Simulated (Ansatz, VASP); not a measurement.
## NaI in VASP and in Ansatz

```
Na I
1.0
     0.00000    2.72531    2.72531
     2.72531    0.00000    2.72531
     2.72531    2.72531    0.00000
Na I
1 1
Cartesian
  0.0000 0.0000 0.0000
  2.7253 2.7253 2.7253
```

Alike in both runs: task single point; functional PBE; k mesh 4 × 4 × 4; no spin polarisation.

|  | VASP | Ansatz |
| --- | --- | --- |
| version | VASP 6.6.1 | Ansatz 0.2.0-dev |
| potentials or method | VASP PAW PBE potentials, release 64 (Na_pv, I), cutoff 500 eV | hard PAW set made for 700 eV |
| occupations | gaussian, width 0.01 eV | fixed |

|  | VASP | Ansatz | Ansatz less VASP |
| --- | --- | --- | --- |
| gap on the k mesh at the Fermi level (eV) | 3.87 | 3.90 | +0.027 |

The k mesh is coarse, so the values compare programs but aren't converged. Neither program's run includes spin-orbit coupling.
